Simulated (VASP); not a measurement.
Write the native input for VASP 6.6.1 that does the following.

```
Task                   : single point
Functional             : PBEsol
Potentials or basis    : VASP PAW PBE potentials, release 64 (Rb_sv)
Cutoff                 : 520 eV
k mesh                 : 12 × 12 × 12
Occupations            : gaussian, width 0.15 eV
Spin                   : no spin polarisation
Dipole correction      : no
Further INCAR settings : ALGO = Fast; EDIFF = 1e-06; NBANDS = 10
```

The structure of Rb lies in POSCAR:

```
Rb
1.0
   -2.7779400000      2.8060000000      2.8060000000
    2.7779400000     -2.8060000000      2.8060000000
    2.7779400000      2.8060000000     -2.8060000000
Rb
1
Direct
    0.0000000000      0.0000000000      0.0000000000
```

This cell differs from its parent crystal: strain -0.0100 x Voigt [1, 0, 0, 0, 0, 0].

One way to write it, as run:

INCAR

```
SYSTEM = Rb
  ALGO = Fast
  EDIFF = 1E-6
  ENCUT = 520
  GGA = PS
  ISIF = 2
  ISMEAR = 0
  LASPH = .TRUE.
  LCHARG = .FALSE.
  LREAL = .FALSE.
  LWAVE = .FALSE.
  NBANDS = 10
  NELM = 100
  PREC = Accurate
  SIGMA = 0.15
```

KPOINTS

```
k-points
0
G
  12 12 12
  0 0 0
```

Potentials or basis: VASP PAW PBE potentials, release 64 (Rb_sv).

Command:

```bash
$ cat potpaw_PBE.64/Rb_sv/POTCAR > POTCAR
$ mpirun -np 1 vasp_std > vasp.out
```

It gave:

- Pressure: 0.0 GPa

Caveat: the cell differs from its parent crystal (strain -0.0100 x Voigt [1, 0, 0, 0, 0, 0]); the PAW data sets were made with another functional, which shifts forces and pressure a little.

It took 74 s on 1 thread of Intel(R) Xeon(R) Platinum 8488C (Sapphire Rapids), on a shared host, peak memory 0.29 GiB.
